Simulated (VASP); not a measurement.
Input of a VASP 6.6.1 run:

Contents of POSCAR:

```
BaTe
1.0
    0.0000000000      3.4970629662      3.4970629662
    3.4970629662      0.0000000000      3.4970629662
    3.4970629662      3.4970629662      0.0000000000
Ba Te
1 1
Direct
    0.0000000000      0.0000000000      0.0000000000
    0.5000000000      0.5000000000      0.5000000000
```

File INCAR.step1:

```
PREC = Accurate
ENCUT = 520
EDIFF = 1E-5
ISMEAR = 0
SIGMA = 0.01
LREAL = False
LASPH = True
NELM = 80
ALGO = Normal
ISIF = 2
LWAVE = True
LCHARG = False
NBANDS = 15
GGA = PE
```

Contents of INCAR.step2:

```
PREC = Accurate
ENCUT = 520
EDIFF = 1E-6
ISMEAR = 0
SIGMA = 0.01
LREAL = False
LASPH = True
NELM = 80
ALGO = Normal
ISIF = 2
LWAVE = False
LCHARG = False
GGA = PE
LHFCALC = True
HFSCREEN = 0.2079
PRECFOCK = Normal
NBANDS = 15
ISTART = 1
```

KPOINTS

```
regular mesh
0
Gamma
  4 4 4
```

Potentials or basis: VASP PAW PBE potentials, release 64 (Ba_sv, Te).

Command:

```sh
$ cat potpaw_PBE.64/Ba_sv/POTCAR potpaw_PBE.64/Te/POTCAR > POTCAR
$ cp INCAR.step1 INCAR
$ mpirun -np 1 vasp_std > vasp.out
$ cp INCAR.step2 INCAR
$ mpirun -np 1 vasp_std > vasp.out
```

Task: What does it give for the pressure?

Result: 0.9 GPa.

Task: Estimate the band gap on the k mesh.

Result: 2.23 eV (least direct gap 2.66 eV).

Caveat: the cell differs from its parent crystal (strain -1.0%); the PAW data sets were made with another functional, which shifts forces and pressure a little; spin-orbit coupling is left out, which moves the levels of the heavy elements. A k mesh can miss the band edges.
